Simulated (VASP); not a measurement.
# ScH in VASP: single point with PBE+D3(BJ)

Aim: the single point of ScH with PBE+D3(BJ).

Everything below comes from runs of VASP 6.6.1. Logs are shortened: lines on timing, memory, paths and dates and some standing lists are left out, and cuts for length are marked.

## 1. The cell of the first run

The cell holds a sheet with vacuum, 4 atoms: a = 3.195 Å, b = 3.195 Å, c = 33.131 Å, α = 90.00°, β = 90.00°, γ = 120.00°.

## 2. Single point, PBE+D3(BJ), collinear spin

The input, INCAR:

```
ALGO     = Normal         # electronic algorithm
DIPOL    = 0.5 0.5 0.272
EDIFF    = 1E-6           # SCF threshold, eV
ENCUT    = 520            # plane-wave cutoff, eV
GGA      = PE             # functional
IDIPOL   = 3            
ISIF     = 2              # what is computed and relaxed
ISMEAR   = 0              # smearing method
ISPIN    = 2              # spin polarisation
IVDW     = 12             # dispersion correction
LASPH    = True           # aspherical terms in the spheres
LCHARG   = True           # write CHGCAR
LDIPOL   = True         
LELF     = True           # ELF
LMAXMIX  = 4              # l up to which the mixer works
LORBIT   = 11             # projections on sites
LREAL    = False          # projectors in reciprocal space
LVACPOTAV= True         
LVHAR    = True         
LWAVE    = False          # write WAVECAR
MAGMOM   = 0.28 0.28 0 0  # initial moments
NBANDS   = 24             # bands
NELM     = 150            # most SCF steps
PREC     = Accurate       # precision mode
SIGMA    = 0.1            # smearing width, eV
```

The input, KPOINTS:

```
k-points
0
Gamma
  18 18 1
```

The input, POSCAR:

```
ScH
1.0
    3.1950689193      0.0000002328      0.0000000000
   -1.5975346612      2.7670107346      0.0000000000
    0.0000000000      0.0000000000     33.1308368635
Sc H
2 2
Direct
    0.3333333333      0.6666666667      0.2321413829
    0.6666666667      0.3333333333      0.3111591101
    0.0000000000      0.0000000000      0.2022039151
    0.0000000000      0.0000000000      0.3410965779
```

Potentials or basis: VASP PAW PBE potentials, release 64 (Sc_sv, H).

Command:

```bash
$ cat potpaw_PBE.64/Sc_sv/POTCAR potpaw_PBE.64/H/POTCAR > POTCAR
$ mpirun -np 1 vasp_std > vasp.out
```

OUTCAR:

```text
EDIFF = 1E-6
   ENCUT = 520
   GGA = PE
   ISIF = 2
   ISMEAR = 0
   ISPIN = 2
   IVDW = 12
   LASPH = True
   LORBIT = 11
   LREAL = False
   NELM = 150
   PREC = Accurate
 IVDW          = 12

 ion  position               nearest neighbor table
   1  0.333  0.667  0.232-   3 2.09   3 2.09   3 2.09   2 3.20   2 3.20   2 3.20
   2  0.667  0.333  0.311-   4 2.09   4 2.09   4 2.09   1 3.20   1 3.20   1 3.20
   3  0.000  0.000  0.202-   1 2.09   1 2.09   1 2.09
   4  0.000  0.000  0.341-   2 2.09   2 2.09   2 2.09

  LATTYP: Found a hexagonal cell.
 ALAT       =     3.1950689193
 C/A-ratio  =    10.3693653252

  Lattice vectors:

 A1 = (   3.1950689193,   0.0000002328,   0.0000000000)
 A2 = (  -1.5975346612,   2.7670107346,   0.0000000000)
 A3 = (   0.0000000000,   0.0000000000,  33.1308368635)

Analysis of symmetry for initial positions (statically):
=====================================================================
 Subroutine PRICEL returns:
 Original cell was already a primitive cell.

 Routine SETGRP: Setting up the symmetry group for a
 hexagonal supercell.

 Subroutine GETGRP returns: Found 12 space group operations
 (whereof  6 operations were pure point group operations)
 out of a pool of 24 trial point group operations.

The static configuration has the point symmetry C_3v.
 The point group associated with its full space group is D_3d.

Analysis of symmetry for dynamics (positions and initial velocities):
=====================================================================
 Subroutine PRICEL returns:
 Original cell was already a primitive cell.

 Routine SETGRP: Setting up the symmetry group for a
 hexagonal supercell.

 Subroutine GETGRP returns: Found 12 space group operations
 (whereof  6 operations were pure point group operations)
 out of a pool of 24 trial point group operations.

The dynamic configuration has the point symmetry C_3v.
 The point group associated with its full space group is D_3d.

Analysis of structural, dynamic, and magnetic symmetry:
=====================================================================
 Subroutine PRICEL returns:
 Original cell was already a primitive cell.

 Routine SETGRP: Setting up the symmetry group for a
 hexagonal supercell.

 Subroutine GETGRP returns: Found 12 space group operations
 (whereof  6 operations were pure point group operations)
 out of a pool of 24 trial point group operations.

The overall configuration has the point symmetry C_3v.
 The point group associated with its full space group is D_3d.

 Subroutine INISYM returns: Found 12 space group operations
[... 134 lines left out ...]
  energy-cutoff  :      520.00
  volume of cell :      292.90
 maximum number of plane-waves:      7968
 NGX is ok and might be reduce to    24
   NGX = 11   NGY = 11   NGZ =123

 dipolmoment           0.000000      0.000000     -0.000001 electrons x Angstroem

 number of electron      23.9999994 magnetization       1.4844121

 dipolmoment           0.000000      0.000000      0.000001 electrons x Angstroem

 Free energy of the ion-electron system (eV)
  ---------------------------------------------------
  ext. energy  EPLUGINS =         0.00000000
  ---------------------------------------------------
  free energy    TOTEN  =       -19.95546213 eV

  energy without entropy =      -19.94576973  energy(sigma->0) =      -19.95061593

 E-fermi :  -2.4410     XC(G=0):  -2.2531

 val. band max:       -2.4545367621   @ k =   0.3333   0.0556   0.0000
 cond. band min:      -2.4298761815   @ k =   0.3889   0.1667   0.0000
 fundamental gap:      0.0246605807
 Fermi energy:        -2.4409789643

 spin component 1

 k-point     1 :       0.0000    0.0000    0.0000
  band No.  band energies     occupation
      1     -52.2089      1.00000
      2     -52.1718      1.00000
      3     -30.9948      1.00000
      4     -30.7594      1.00000
      5     -30.6184      1.00000
      6     -30.6184      1.00000
[... 637 lines left out ...]
     23       4.2716      0.00000
     24       4.6580      0.00000

 [... further k-points ...]

 spin component 2

 k-point     1 :       0.0000    0.0000    0.0000
  band No.  band energies     occupation
      1     -51.8741      1.00000
      2     -51.8376      1.00000
      3     -30.7120      1.00000
      4     -30.4828      1.00000
      5     -30.2505      1.00000
      6     -30.2505      1.00000
[... 637 lines left out ...]
     23       4.5057      0.00000
     24       4.8743      0.00000

 [... further k-points ...]

------------------------ aborting loop because EDIFF is reached ----------------------------------------

 Edisp (eV)   -0.61474

 E8    (eV) :    -0.2873

  FORCE on cell =-STRESS in cart. coord.  units (eV):
  Direction    XX          YY          ZZ          XY          YZ          ZX
  --------------------------------------------------------------------------------------
  -------------------------------------------------------------------------------------
  Total       0.02811     0.02811    -0.00347     0.00000     0.00000     0.00000
  in kB       0.15377     0.15377    -0.01898     0.00000     0.00000     0.00000
  external pressure =        0.10 kB  Pullay stress =        0.00 kB

 VOLUME and BASIS-vectors are now :
 -----------------------------------------------------------------------------
  energy-cutoff  :      520.00
  volume of cell :      292.90
      direct lattice vectors                 reciprocal lattice vectors
     3.195068919  0.000000233  0.000000000     0.312982281  0.180700435  0.000000000
    -1.597534661  2.767010735  0.000000000    -0.000000026  0.361400823  0.000000000
     0.000000000  0.000000000 33.130836864     0.000000000  0.000000000  0.030183361

 POSITION                                       TOTAL-FORCE (eV/Angst)
 -----------------------------------------------------------------------------------
     -0.00000      1.84467      7.69104         0.000000      0.000000      0.003875
      1.59753      0.92234     10.30896         0.000000     -0.000000     -0.003875
      0.00000      0.00000      6.69918         0.000000     -0.000000     -0.010788
      0.00000      0.00000     11.30082        -0.000000      0.000000      0.010788
 -----------------------------------------------------------------------------------
    total drift:                               -0.000000      0.000000      0.000013

  FREE ENERGIE OF THE ION-ELECTRON SYSTEM (eV)
  ---------------------------------------------------
  free  energy   TOTEN  =       -20.5702026498 eV

  energy  without entropy=      -20.5605102452  energy(sigma->0) =      -20.56535645

 vacuum level on the upper side and lower side of the slab         1.408         1.408

 total charge

# of ion       s       p       d       tot
------------------------------------------
    1        2.236   6.146   1.018   9.399
    2        2.236   6.146   1.018   9.399
    3        0.549   0.005   0.000   0.554
    4        0.549   0.005   0.000   0.554
--------------------------------------------------
tot          5.569  12.301   2.035  19.906

 magnetization (x)

# of ion       s       p       d       tot
------------------------------------------
    1        0.016   0.051   0.377   0.443
    2        0.016   0.051   0.377   0.443
    3       -0.004   0.001   0.000  -0.003
    4       -0.004   0.001   0.000  -0.003
--------------------------------------------------
tot          0.023   0.104   0.754   0.880
```

OSZICAR:

```text
N       E                     dE             d eps       ncg     rms          rms(c)
DAV:   1     0.287352419361E+03    0.28735E+03   -0.10431E+04  4408   0.723E+02
DAV:   2    -0.906095784825E+01   -0.29641E+03   -0.28948E+03  4088   0.309E+02
DAV:   3    -0.222993993798E+02   -0.13238E+02   -0.13044E+02  5800   0.865E+01
[... 25 lines left out ...]
DAV:  29    -0.199554482391E+02   -0.14273E-04   -0.77548E-07  3608   0.397E-03    0.381E-04
DAV:  30    -0.199554546950E+02   -0.64559E-05   -0.41369E-07  3592   0.229E-03    0.210E-04
DAV:  31    -0.199554581383E+02   -0.34434E-05   -0.68210E-08  3600   0.105E-03    0.136E-04
DAV:  32    -0.199554613939E+02   -0.32556E-05   -0.53630E-08  3000   0.688E-04    0.103E-04
DAV:  33    -0.199554621345E+02   -0.74066E-06   -0.77998E-09  3456   0.359E-04
   1 F= -.20570203E+02 E0= -.20565356E+02  d E =-.969240E-02  mag=     1.4844
```

It took 11 min on 1 thread of AMD EPYC 9R45 (Zen 5), shared host; peak memory 0.69 GiB.

What came out:

- Free energy: -20.5702 eV
- Largest force: 0.011 eV/Å
- Net moment: 1.48 μB per cell
- Site moments: Sc +0.44; H -0.00 μB
- Valence electrons inside the program's atomic spheres: Sc 9.40; H 0.55
- Dispersion energy per atom: -0.154 eV

Forces in eV/Å, atoms in the order of the input:
```
Sc   0.000  0.000  0.004
Sc   0.000  0.000 -0.004
H    0.000  0.000 -0.011
H    0.000  0.000  0.011
```

Levels at points of the mesh, in eV from the Fermi level:
Spin up:
| k point | band 9 | band 10 | band 11 | band 12 | band 13 | band 14 | band 15 | band 16 | band 17 | band 18 |
| --- | --- | --- | --- | --- | --- | --- | --- | --- | --- | --- |
| (0.00, 0.00, 0.00) | -6.51 | -5.85 | -1.76 | -0.53 | 0.61 | 1.21 | 1.21 | 1.29 | 1.29 | 2.70 |
| (0.50, 0.00, 0.00) | -4.21 | -4.16 | -1.36 | -1.14 | -0.54 | 0.61 | 1.70 | 2.47 | 2.65 | 2.93 |
Spin down:
| k point | band 7 | band 8 | band 9 | band 10 | band 11 | band 12 | band 13 | band 14 | band 15 | band 16 |
| --- | --- | --- | --- | --- | --- | --- | --- | --- | --- | --- |
| (0.00, 0.00, 0.00) | -27.78 | -27.78 | -6.10 | -5.52 | -1.32 | 0.08 | 1.09 | 1.73 | 1.73 | 1.82 |
| (0.50, 0.00, 0.00) | -27.91 | -27.85 | -4.08 | -4.04 | -1.04 | -0.20 | 0.46 | 1.06 | 1.95 | 2.88 |
